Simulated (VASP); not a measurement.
# GaCo (Pm-3m) in VASP: notebook

Aim: see how the results for GaCo move with the level of theory and the settings. Levels: PBE, PBE+U. Tasks: single point.

All numbers are computed with VASP 6.6.1; they aren't measurements. Logs are shortened: lines on timing, memory, paths and dates and some standing lists are left out, and cuts for length are marked.

### Step 1. The cell of the first run

Symmetry: Pm-3m, No. 221, cubic system. The conventional cell has a = 2.913 Å, b = 2.913 Å, c = 2.913 Å, α = 90.00°, β = 90.00°, γ = 90.00°. Co (site symmetry m-3m) has 8 Ga at 2.52 Å and 6 Co at 2.91 Å within 3.3 Å. Ga (site symmetry m-3m) has 8 Co at 2.52 Å and 6 Ga at 2.91 Å within 3.3 Å.

### Step 2. Single point, PBE

File INCAR:

```
SYSTEM = GaCo
PREC     = Accurate       ! precision mode
ENCUT    = 520            ! plane-wave cutoff, eV
EDIFF    = 1E-6           ! SCF threshold, eV
ISMEAR   = 1              ! smearing method
SIGMA    = 0.1834         ! smearing width, eV
LREAL    = .FALSE.        ! projectors in reciprocal space
LASPH    = .TRUE.         ! aspherical terms in the spheres
NELM     = 60             ! most SCF steps
ALGO     = Normal         ! electronic algorithm
ISIF     = 2              ! what is computed and relaxed
LWAVE    = .FALSE.        ! write WAVECAR
LCHARG   = .FALSE.        ! write CHGCAR
GGA      = PE             ! functional
NBANDS   = 18             ! bands
```

File KPOINTS:

```
regular mesh
0
G
  6 6 6
  0 0 0
```

File POSCAR:

```
GaCo
1.0
    2.9126830000      0.0000000000      0.0000000000
    0.0000000000      2.9126830000      0.0000000000
    0.0000000000      0.0000000000      2.9126830000
Co Ga
1 1
Direct
    0.0000000000      0.0000000000      0.0000000000
    0.5000000000      0.5000000000      0.5000000000
```

Potentials or basis: VASP PAW PBE potentials, release 64 (Co, Ga_d).

Run with:

```sh
cat potpaw_PBE.64/Co/POTCAR potpaw_PBE.64/Ga_d/POTCAR > POTCAR
mpirun -np 1 vasp_std > vasp.out
```

OUTCAR:

```text
SYSTEM = GaCo
   PREC = Accurate
   ENCUT = 520
   EDIFF = 1E-6
   ISMEAR = 1
   LREAL = .FALSE.
   LASPH = .TRUE.
   NELM = 60
   ISIF = 2
   GGA = PE

 ion  position               nearest neighbor table
   1  0.000  0.000  0.000-   2 2.52   2 2.52   2 2.52   2 2.52   2 2.52   2 2.52   2 2.52   2 2.52

   2  0.500  0.500  0.500-   1 2.52   1 2.52   1 2.52   1 2.52   1 2.52   1 2.52   1 2.52   1 2.52

  LATTYP: Found a simple cubic cell.
 ALAT       =     2.9126830000

  Lattice vectors:

 A1 = (   2.9126830000,   0.0000000000,   0.0000000000)
 A2 = (   0.0000000000,   2.9126830000,   0.0000000000)
 A3 = (   0.0000000000,   0.0000000000,   2.9126830000)

Analysis of symmetry for initial positions (statically):
=====================================================================
 Subroutine PRICEL returns:
 Original cell was already a primitive cell.

 Routine SETGRP: Setting up the symmetry group for a
 simple cubic supercell.

 Subroutine GETGRP returns: Found 48 space group operations
 (whereof 48 operations were pure point group operations)
 out of a pool of 48 trial point group operations.

The static configuration has the point symmetry O_h .

Analysis of symmetry for dynamics (positions and initial velocities):
=====================================================================
 Subroutine PRICEL returns:
 Original cell was already a primitive cell.

 Routine SETGRP: Setting up the symmetry group for a
 simple cubic supercell.

 Subroutine GETGRP returns: Found 48 space group operations
 (whereof 48 operations were pure point group operations)
 out of a pool of 48 trial point group operations.

The dynamic configuration has the point symmetry O_h .

 Subroutine INISYM returns: Found 48 space group operations
 (whereof 48 operations are pure point group operations),
 and found     1 'primitive' translations

----------------------------------------------------------------------------------------

                                     Primitive cell

  volume of cell :      24.7104

  direct lattice vectors                    reciprocal lattice vectors
     2.912683000  0.000000000  0.000000000     0.343326067  0.000000000  0.000000000
     0.000000000  2.912683000  0.000000000     0.000000000  0.343326067  0.000000000
     0.000000000  0.000000000  2.912683000     0.000000000  0.000000000  0.343326067

  length of vectors
     2.912683000  2.912683000  2.912683000     0.343326067  0.343326067  0.343326067

  position of ions in fractional coordinates (direct lattice)
     0.000000000  0.000000000  0.000000000
     0.500000000  0.500000000  0.500000000

  ion indices of the primitive-cell ions
   primitive index   ion index
                 1           1
                 2           2

----------------------------------------------------------------------------------------

 KPOINTS: regular mesh

Automatic generation of k-mesh.
 Grid dimensions read from file:
 generate k-points for:    6    6    6

 Generating k-lattice:

  Cartesian coordinates                     Fractional coordinates (reciprocal lattice)
     0.057221011  0.000000000  0.000000000     0.166666667  0.000000000  0.000000000
     0.000000000  0.057221011  0.000000000     0.000000000  0.166666667  0.000000000
     0.000000000  0.000000000  0.057221011     0.000000000  0.000000000  0.166666667

  Length of vectors
     0.057221011  0.057221011  0.057221011

  Shift w.r.t. Gamma in fractional coordinates (k-lattice)
     0.000000000  0.000000000  0.000000000

 Subroutine IBZKPT returns following result:
 ===========================================

 Found     20 irreducible k-points:

 Following reciprocal coordinates:
            Coordinates               Weight
  0.000000  0.000000  0.000000      1.000000
  0.166667  0.000000  0.000000      6.000000
  0.333333  0.000000  0.000000      6.000000
  0.500000  0.000000  0.000000      3.000000
  0.166667  0.166667  0.000000     12.000000
  0.333333  0.166667  0.000000     24.000000
[... 12 lines left out ...]
  0.500000  0.500000  0.333333      6.000000
  0.500000  0.500000  0.500000      1.000000
   k-points           NKPTS =     20   k-points in BZ     NKDIM =     20   number of bands    NBANDS=     18
   number of dos      NEDOS =    301   number of ions     NIONS =      2
   total plane-waves  NPLWV =  13824
   dimension x,y,z NGX =    24 NGY =   24 NGZ =   24
   dimension x,y,z NGXF=    48 NGYF=   48 NGZF=   48
   ions per type =               1   1
   NGX,Y,Z   is equivalent  to a cutoff of  13.70, 13.70, 13.70 a.u.
   NGXF,Y,Z  is equivalent  to a cutoff of  27.40, 27.40, 27.40 a.u.
 SYSTEM =  GaCo
   PREC   = accura    normal or accurate (medium, high low for compatibility)
   ISTART =      0    job   : 0-new  1-cont  2-samecut
   ICHARG =      2    charge: 1-file 2-atom 10-const
   ISPIN  =      1    spin polarized calculation?
   LNONCOLLINEAR =      F non collinear calculations
   LSORBIT =      F    spin-orbit coupling
   LASPH  =      T    aspherical Exc in radial PAW
   ENCUT  =  520.0 eV  38.22 Ry    6.18 a.u.   5.42  5.42  5.42*2*pi/ulx,y,z
   NELM   =     60;   NELMIN=  2; NELMDL= -5     # of ELM steps
   EDIFF  = 0.1E-05   stopping-criterion for ELM
   LREAL  =      F    real-space projection
   EDIFFG = 0.1E-04   stopping-criterion for IOM
   NSW    =      0    number of steps for IOM
   IBRION =     -1    ionic relax: 0-MD 1-quasi-New 2-CG
   NFREE  =      0    steps in history (QN), initial steepest desc. (CG)
   ISIF   =      2    stress and relaxation
   ISYM   =      2    0-nonsym 1-usesym 2-fastsym
   POTIM  = 0.5000    time-step for ionic-motion
   TEBEG  =    0.0;   TEEND  =   0.0 temperature during run
   PSTRESS=    0.0 pullay stress
   NELECT =      22.0000    total number of electrons
   NUPDOWN=      -1.0000    fix difference up-down
   EMIN   =  10.00;   EMAX   =-10.00  energy-range for DOS
   EFERMI =   0.00;   METHOD = LEGACY
   ISMEAR =     1;   SIGMA  =   0.18  broadening in eV -4-tet -1-fermi 0-gaus
   EFERMI_NEDOS =   21; number of points for ismear=-14 and -15
   IALGO  =     38    algorithm
   IMIX   =      4    mixing-type and parameters
     AMIX     =   0.40;   BMIX     =  1.00
     AMIX_MAG =   1.60;   BMIX_MAG =  1.00
  volume/ion in A,a.u.               =      12.36        83.38
  Fermi-wavevector in a.u.,A,eV,Ry     =   1.574910  2.976149 33.747110  2.480343
  Thomas-Fermi vector in A             =   2.675974
   LORBIT       =      0    0 simple, 1 ext, 2 COOP (PROOUT), +10 PAW based schemes
   GGA     = PE    functional components
   LHFCALC =     F    Hartree Fock is set to
   AEXX    =    0.0000 exact exchange contribution
   IVDW    =     0    specifies the selected vdW correction
   LEPSILON=     F    determine dielectric tensor
   LRPA    =     F    only Hartree local field effects (RPA)
 non-spin polarized calculation
 Methfessel and Paxton  Order N= 1 SIGMA  =   0.18
  energy-cutoff  :      520.00
  volume of cell :       24.71
 maximum number of plane-waves:       691
 NGX is ok and might be reduce to    24
   NGX = 11   NGY = 11   NGZ = 11

 number of electron      22.0000010 magnetization

 Free energy of the ion-electron system (eV)
  ---------------------------------------------------
  ext. energy  EPLUGINS =         0.00000000
  ---------------------------------------------------
  free energy    TOTEN  =       -10.47307823 eV

  energy without entropy =      -10.47327439  energy(sigma->0) =      -10.47314362

 E-fermi :   9.2892     XC(G=0): -12.9839

 val. band max:        9.2653374612   @ k =   0.5000   0.3333   0.0000
 cond. band min:       9.3841356865   @ k =   0.5000   0.1667   0.0000
 fundamental gap:      0.1187982252
 Fermi energy:         9.2892386307

 k-point     1 :       0.0000    0.0000    0.0000
  band No.  band energies     occupation
      1      -5.8013      2.00000
      2      -5.8013      2.00000
      3      -5.4881      2.00000
      4      -5.4881      2.00000
      5      -5.4881      2.00000
      6      -2.4716      2.00000
[... 10 lines left out ...]
     17      21.2090      0.00000
     18      31.8452      0.00000

 k-point     2 :       0.1667    0.0000    0.0000
  band No.  band energies     occupation
      1      -5.7894      2.00000
      2      -5.7396      2.00000
      3      -5.5108      2.00000
      4      -5.5108      2.00000
      5      -5.4831      2.00000
      6      -1.9608      2.00000
[... 10 lines left out ...]
     17      24.5435      0.00000
     18      28.9452      0.00000

 k-point     3 :       0.3333    0.0000    0.0000
  band No.  band energies     occupation
      1      -5.7656      2.00000
      2      -5.6231      2.00000
      3      -5.5560      2.00000
      4      -5.5560      2.00000
      5      -5.4732      2.00000
      6      -0.4466      2.00000
[... 10 lines left out ...]
     17      24.6169      0.00000
     18      24.6169      0.00000

 k-point     4 :       0.5000    0.0000    0.0000
  band No.  band energies     occupation
      1      -5.7537      2.00000
      2      -5.5784      2.00000
      3      -5.5784      2.00000
      4      -5.5678      2.00000
      5      -5.4682      2.00000
      6       1.5015      2.00000
[... 291 lines left out ...]
      4      -5.4562      2.00000
      5      -5.3844      2.00000
      6       3.8884      2.00000
[... 10 lines left out ...]
     17      19.0408      0.00000
     18      21.9114      0.00000

 k-point    19 :       0.5000    0.5000    0.3333
  band No.  band energies     occupation
      1      -5.7400      2.00000
      2      -5.6916      2.00000
      3      -5.6916      2.00000
      4      -5.4201      2.00000
      5      -5.3395      2.00000
      6       4.6886      2.00000
[... 10 lines left out ...]
     17      16.8761      0.00000
     18      19.6026      0.00000

 k-point    20 :       0.5000    0.5000    0.5000
  band No.  band energies     occupation
      1      -5.7246      2.00000
      2      -5.7246      2.00000
      3      -5.7246      2.00000
      4      -5.3380      2.00000
      5      -5.3380      2.00000
      6       5.4100      2.00000
[... 10 lines left out ...]
     17      13.9260      0.00000
     18      17.6201      0.00000

------------------------ aborting loop because EDIFF is reached ----------------------------------------

  FORCE on cell =-STRESS in cart. coord.  units (eV):
  Direction    XX          YY          ZZ          XY          YZ          ZX
  --------------------------------------------------------------------------------------
  -------------------------------------------------------------------------------------
  Total       -0.8098633     -0.8098633     -0.8098633      0.0000000      0.0000000      0.0000000
  in kB      -52.5100749    -52.5100749    -52.5100749      0.0000000      0.0000000      0.0000000
  external PRESSURE =     -52.5100749 kB  Pullay stress =       0.0000000 kB

 VOLUME and BASIS-vectors are now :
 -----------------------------------------------------------------------------
  energy-cutoff  :      520.00
  volume of cell :       24.71
      direct lattice vectors                 reciprocal lattice vectors
     2.912683000  0.000000000  0.000000000     0.343326067  0.000000000  0.000000000
     0.000000000  2.912683000  0.000000000     0.000000000  0.343326067  0.000000000
     0.000000000  0.000000000  2.912683000     0.000000000  0.000000000  0.343326067

 POSITION                                       TOTAL-FORCE (eV/Angst)
 -----------------------------------------------------------------------------------
      0.00000      0.00000      0.00000         0.000000      0.000000      0.000000
      1.45634      1.45634      1.45634         0.000000      0.000000      0.000000
 -----------------------------------------------------------------------------------
    total drift:                                0.000000      0.000000     -0.000000

  FREE ENERGIE OF THE ION-ELECTRON SYSTEM (eV)
  ---------------------------------------------------
  free  energy   TOTEN  =       -10.4730782338 eV

  energy  without entropy=      -10.4732743921  energy(sigma->0) =      -10.47314362
```

Wall time 5.2 s (1 thread of Intel Xeon Platinum 8559C (Emerald Rapids), shared host); peak memory 0.14 GiB.

Results:

* Free energy: -10.4731 eV
* Pressure: -5.3 GPa
* Band gap on the k mesh: zero (band 11 reaches 10.52 eV, above the bottom of band 12 at 9.07 eV)

### Step 3. Single point, PBE

File INCAR:

```
PREC = Accurate
ENCUT = 520
EDIFF = 1E-7
ISMEAR = 1
SIGMA = 0.1834
LREAL = F
LASPH = T
NELM = 80
ALGO = Normal
ISIF = 2
LWAVE = F
LCHARG = T
GGA = PE
LELF = T
LVHAR = T
NBANDS = 18
```

File KPOINTS:

```
regular mesh
0
Gamma
  6 6 6
```

POSCAR is that of step 2.

Potentials or basis: VASP PAW PBE potentials, release 64 (Co, Ga_d).

Run with:

```sh
cat potpaw_PBE.64/Co/POTCAR potpaw_PBE.64/Ga_d/POTCAR > POTCAR
mpirun -np 1 vasp_std > vasp.out
```

Wall time 6.1 s (1 thread of Intel Xeon Platinum 8559C (Emerald Rapids), shared host); peak memory 0.14 GiB.

The run converged. Its results:

```
Free energy            : -10.4731 eV
Pressure               : -5.2 GPa
Band gap on the k mesh : zero (band 11 reaches 10.52 eV, above the bottom of band 12 at 9.07 eV)
```

Levels at points of the mesh, in eV from the Fermi level:
```tsv
k point	band 7	band 8	band 9	band 10	band 11	band 12	band 13	band 14	band 15	band 16
(0.00, 0.00, 0.00)	-2.40	-2.40	-0.69	-0.69	-0.69	5.10	5.10	5.10	10.83	10.83
(0.50, 0.00, 0.00)	-6.62	-2.17	-1.64	-1.64	-0.68	0.11	10.33	10.33	11.48	12.37
(0.50, 0.50, 0.00)	-2.98	-2.98	-2.34	-1.15	-1.15	-0.22	2.10	3.04	11.22	14.93
(0.50, 0.50, 0.50)	-3.88	-3.88	-0.19	-0.19	0.45	3.81	3.81	3.81	4.64	4.64
```

Spin polarisation is off, so any magnetic state and its effect on volume and gap are missing.

### Step 4. Single point, PBE+U

File INCAR:

```
  PREC = Accurate
  ENCUT = 520
  EDIFF = 1E-7
  ISMEAR = 1
  SIGMA = 0.1834
  LREAL = False
  LASPH = True
  NELM = 150
  ALGO = Normal
  ISIF = 2
  LWAVE = False
  LCHARG = False
  LMAXMIX = 4
  LDAU = True
  LDAUTYPE = 2
  LDAUL = 2 -1
  LDAUU = 6 0
  LDAUJ = 0 0
  LDAUPRINT = 1
  GGA = PE
  NBANDS = 18
```

KPOINTS is that of step 3.

POSCAR is that of step 3.

Run with:

```sh
cat potpaw_PBE.64/Co/POTCAR potpaw_PBE.64/Ga_d/POTCAR > POTCAR
mpirun -np 1 vasp_std > vasp.out
```

It took 6.9 s on 1 thread of Intel Xeon Platinum 8559C (Emerald Rapids), shared host; peak memory 0.14 GiB.

Results (log left out):

| Item | Value |
| --- | --- |
| Free energy | -5.2752 eV |
| Pressure | -11.0 GPa |
| Band gap on the k mesh | zero (band 11 reaches 9.94 eV, above the bottom of band 12 at 9.05 eV) |

Levels at points of the mesh, in eV from the Fermi level:
| k point | band 9 | band 10 | band 11 | band 12 | band 13 | band 14 |
| --- | --- | --- | --- | --- | --- | --- |
| (0.00, 0.00, 0.00) | -2.03 | -2.03 | -2.03 | 5.20 | 5.20 | 5.20 |
| (0.50, 0.00, 0.00) | -2.91 | -2.12 | -2.02 | 0.24 | 9.91 | 9.91 |
| (0.50, 0.50, 0.00) | -2.46 | -2.46 | -2.26 | -0.11 | 1.20 | 3.28 |
| (0.50, 0.50, 0.50) | -0.07 | -0.07 | 0.39 | 3.98 | 3.98 | 3.98 |

Eigenvalues of the final occupation matrices:
```
    site  spin  trace               eigenvalues
site 1 d     1   3.87  0.62 0.62 0.87 0.87 0.87
site 1 d     2   3.87  0.62 0.62 0.87 0.87 0.87
```

Caveat: U without spin polarisation on a metal has little footing; the U is typed as a test and isn't derived for this compound. Spin polarisation is off, so any magnetic state and its effect on volume and gap are missing.
